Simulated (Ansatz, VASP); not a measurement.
Cu: VASP beside Ansatz

File INCAR:

```
SYSTEM = Cu
PREC     = Accurate       ! precision mode
ENCUT    = 600            ! plane-wave cutoff, eV
EDIFF    = 1E-6           ! SCF threshold, eV
ISMEAR   = -1             ! smearing method
SIGMA    = 0.1            ! smearing width, eV
LREAL    = .FALSE.        ! projectors in reciprocal space
LASPH    = .TRUE.         ! aspherical terms in the spheres
NELM     = 80             ! most SCF steps
ALGO     = Normal         ! electronic algorithm
ISIF     = 3              ! what is computed and relaxed
LWAVE    = .FALSE.        ! write WAVECAR
LCHARG   = .FALSE.        ! write CHGCAR
GGA      = CA             ! functional
IBRION   = 2              ! ionic algorithm
NSW      = 60             ! ionic steps
EDIFFG   = -0.005         ! ionic threshold
```

File KPOINTS:

```
Automatic mesh
0
G
  17 17 10
  0 0 0
```

POSCAR

```
Cu
1.0
    2.4940071277      0.0000000000      0.0000000000
   -1.2470035639      2.1598735298      0.0000000000
    0.0000000000      0.0000000000      4.0402915469
Cu
2
Direct
    0.3333333333      0.6666666667      0.2500000000
    0.6666666667      0.3333333333      0.7500000000
```

Input for Ansatz:

```yaml
crystal:
  lattice:
    - [2.4940071277, 0.0, 0.0]
    - [-1.2470035639, 2.1598735298, 0.0]
    - [0.0, 0.0, 4.0402915469]
  atoms:
    - { symbol: Cu, position: [0.3333333333, 0.6666666667, 0.25] }
    - { symbol: Cu, position: [0.6666666667, 0.3333333333, 0.75] }
kpoints:
  mp_grid: { grid: [17, 17, 10] }
scf:
  occupations: { method: fermi_dirac, width: 0.1 }
hamiltonian:
  xc: lda
  pseudopotentials: { kind: paw }
output:
  forces: true
  stress: true
relax:
  f_tol: 0.005
  max_steps: 40
  cell: {}
```

Alike in both runs: task relaxation of cell and atoms; functional LDA; k mesh 17 × 17 × 10; occupations fermi-dirac, width 0.1 eV; no spin polarisation.

|  | VASP | Ansatz |
| --- | --- | --- |
| version | VASP 6.6.1 | Ansatz 0.2.0 |
| potentials or method | VASP PAW LDA potentials, release 64 (Cu) | PAW with Ansatz's default frozen-core files, scalar-relativistic |
| plane-wave cutoff (eV) | 600 | 420 |
| valence electrons in the cell | 22 | 38 |

Ansatz gave:

```
relaxed volume (Å³/atom)                                     : 10.89
relaxed cell length with the largest relative difference (Å) : 4.089
```

Task: Estimate VASP's values.

Result: Relaxed volume (Å³/atom): 10.95; relaxed cell length with the largest relative difference (Å): 4.096.

LDA's correlation is that of Perdew and Zunger in VASP and of Perdew and Wang (1992) in Ansatz. VASP's potentials hold 22 valence electrons a cell and Ansatz's 38, so a difference there can come from the potentials and not from the codes.
